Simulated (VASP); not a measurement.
Here is a VASP 6.6.1 calculation.

The input INCAR:

```
SYSTEM = SiF
ALGO = Normal
EDIFF = 1E-6
ENCUT = 520
GGA = PE
ISIF = 2
ISMEAR = 0
LASPH = .True.
LCHARG = .False.
LREAL = .False.
LWAVE = .False.
NBANDS = 32
NELM = 80
PREC = Accurate
SIGMA = 0.1
```

Contents of KPOINTS:

```
k-points
0
Gamma
  6 6 2
  0 0 0
```

POSCAR

```
SiF
1.0
    4.0298242625      0.0000000037      0.0000000000
   -2.0149121345      3.4899301823      0.0000000000
    0.0000000000      0.0000000000      8.0257251411
Si F
4 4
Direct
    0.6666666667      0.3333333333      0.0943724169
    0.6666666667      0.3333333333      0.4056275831
    0.3333333333      0.6666666667      0.5943724169
    0.3333333333      0.6666666667      0.9056275831
    0.0000000000      0.0000000000      0.0000000000
    0.3333333333      0.6666666667      0.2500000000
    0.0000000000      0.0000000000      0.5000000000
    0.6666666667      0.3333333333      0.7500000000
```

Potentials or basis: VASP PAW PBE potentials, release 64 (Si, F).

Command:

```console
$ cat potpaw_PBE.64/Si/POTCAR potpaw_PBE.64/F/POTCAR > POTCAR
$ mpirun -np 1 vasp_std > vasp.out
```

(1) Predict the band gap on the k mesh.

(2) Predict the pressure.

(3) What does it give for the largest force?

## Answers

(1) zero (bands 22 and 23 overlap by 0.85 eV).

(2) -0.1 GPa.

(3) 0.011 eV/Å.

Caveat: the k points lie up to 0.39 Å⁻¹ apart, too coarse for converged energies and pressures of a metal.
